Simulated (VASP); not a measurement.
## C30O (a cell with a defect): single point with PBE

C30O (a cell with a defect):

```xyz
31
Lattice="-3.5716 3.5716 3.5716 3.5716 -3.5716 3.5716 3.5716 3.5716 -3.5716" Properties=species:S:1:pos:R:3 pbc="T T T"
C     0.0019    0.0290   -0.0037
C     3.5921    1.8024   -1.7774
C     3.5643   -0.0238    0.0163
C     3.5657   -1.7874    1.7606
C     1.7794    3.5857   -1.7967
C     1.7659    1.7747    0.0163
C     1.8005   -1.7407    3.5051
C    -0.0189    3.5761    0.0656
C     0.0022    1.7762    1.7606
C     0.0489    0.0110    3.5049
C     3.7251    1.9356    1.6429
C    -1.7684    3.5852    1.7996
C    -1.7531    1.7839    3.5679
C     1.8038    3.5615    1.7749
C     1.7942    1.7631    3.6371
C     2.6859    2.6867   -2.6783
C     2.6776    0.8879   -0.8857
C     2.7563   -0.9872    0.8192
C     2.6700   -2.6754    2.6545
C     0.8787    2.7094   -0.9115
C     0.8025    0.9668    0.8192
C     0.8578   -0.9318    2.6963
C     4.4368    0.9184    0.9106
C    -0.8939    2.6752    0.9199
C    -0.8858    0.8804    2.6545
C     2.7080    2.6472    0.9106
C    -2.6658    2.6879    2.6626
C     0.9047    4.4678    0.8933
C     0.9276    2.6607    2.6601
C     0.8932    0.8880    4.4913
O     2.5602    0.7703    2.9496
```

- Program: VASP 6.6.1
- Task: single point
- Functional: PBE
- Potentials or basis: VASP PAW PBE potentials, release 64 (C, O)
- Cutoff: 520 eV
- k mesh: 1 × 1 × 1, shifted
- Occupations: fermi-dirac, width 0.01 eV
- Spin: no spin polarisation

```yaml
Largest_force: 0.136 eV/Å
```

Forces on the atoms (eV/Å):
```
C   -0.002 -0.003 -0.003
C    0.001  0.000 -0.003
C    0.009  0.004  0.004
C    0.000  0.002  0.001
C   -0.005  0.011 -0.011
C   -0.003  0.007  0.005
C    0.004 -0.008  0.017
C    0.100 -0.089  0.027
C    0.002 -0.004  0.002
C   -0.007  0.007  0.018
C   -0.003 -0.011  0.004
C    0.004  0.001  0.005
C   -0.008 -0.004 -0.006
C    0.011 -0.008 -0.008
C   -0.086  0.098  0.024
C    0.001  0.006  0.001
C    0.006  0.006  0.003
C   -0.010 -0.001  0.011
C    0.002  0.008 -0.008
C   -0.007  0.001  0.002
C   -0.001 -0.012  0.011
C    0.018  0.016 -0.009
C    0.006 -0.006 -0.014
C   -0.013 -0.008  0.014
C    0.011 -0.004 -0.008
C   -0.004  0.010 -0.016
C    0.004  0.003  0.009
C    0.009  0.005  0.000
C   -0.006 -0.005  0.004
C   -0.008 -0.008  0.015
O   -0.023 -0.014 -0.090
```

Levels at points of the mesh, in eV from the Fermi level:
```tsv
k point	band 61	band 62	band 63	band 64	band 65	band 66	band 67	band 68
(0.25, 0.25, 0.25)	-4.33	-2.61	-1.02	-0.13	0.13	2.18	2.94	3.21
```

Run time: 120 s on 1 thread of Intel Xeon 8259CL, with other jobs on the host, peak memory 0.3 GiB.

Caveat: the k points lie up to 1.24 Å⁻¹ apart, too coarse for converged energies, forces and pressures; the cell carries a net charge on a neutralising background, which shifts energy and pressure; the cell is charged against a uniform background, so pressure and absolute levels hang on convention.
